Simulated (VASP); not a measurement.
Set up this calculation in VASP 6.6.1, as the native input.

- Task: single point
- Functional: PBE
- Potentials or basis: VASP PAW PBE potentials, release 64 (Si, O)
- Cutoff: 520 eV
- k mesh: 6 × 6 × 6
- Occupations: gaussian, width 0.05 eV
- Spin: no spin polarisation
- Dipole correction: no
- Further INCAR settings: ALGO = Normal; EDIFF = 1e-06; NBANDS = 25

The structure of SiO2 lies in POSCAR:

```
SiO2
1.0
   -2.5762035013      2.5762035013      3.5049211370
    2.5762035013     -2.5762035013      3.5049211370
    2.5762035013      2.5762035013     -3.5049211370
Si O
2 4
Direct
    0.0000000000      0.0000000000      0.0000000000
    0.7500000000      0.2500000000      0.5000000000
    0.9670112602      0.6250000000      0.8420112602
    0.3750000000      0.2170112602      0.3420112602
    0.7829887398      0.1250000000      0.1579887398
    0.8750000000      0.0329887398      0.6579887398
```

This cell differs from its parent crystal: strain +0.025 along x and y, -0.050 along z.

The input as run:

INCAR

```
ALGO = Normal ; EDIFF = 1E-6
ENCUT = 520 ; GGA = PE
ISIF = 2 ; ISMEAR = 0
LASPH = True ; LCHARG = True
LELF = True ; LREAL = False
LVHAR = True ; LWAVE = False
NBANDS = 25 ; NELM = 60
PREC = Accurate ; SIGMA = 0.05
```

KPOINTS

```
k-points
0
Gamma
  6 6 6
```

Potentials or basis: VASP PAW PBE potentials, release 64 (Si, O).

Launch:

```sh
$ cat potpaw_PBE.64/Si/POTCAR potpaw_PBE.64/O/POTCAR > POTCAR
$ mpirun -np 1 vasp_std > vasp.out
```

It gave:

| Property | Result |
| --- | --- |
| Pressure | -0.1 GPa |
| Largest force | 0.073 eV/Å |
| Band gap on the k mesh | 5.72 eV |

Caveat: the cell differs from its parent crystal (strain +0.025 along x and y, -0.050 along z).

Run time: 110 s on 1 thread of Intel Xeon 8259CL (shared host), peak memory 0.25 GiB.
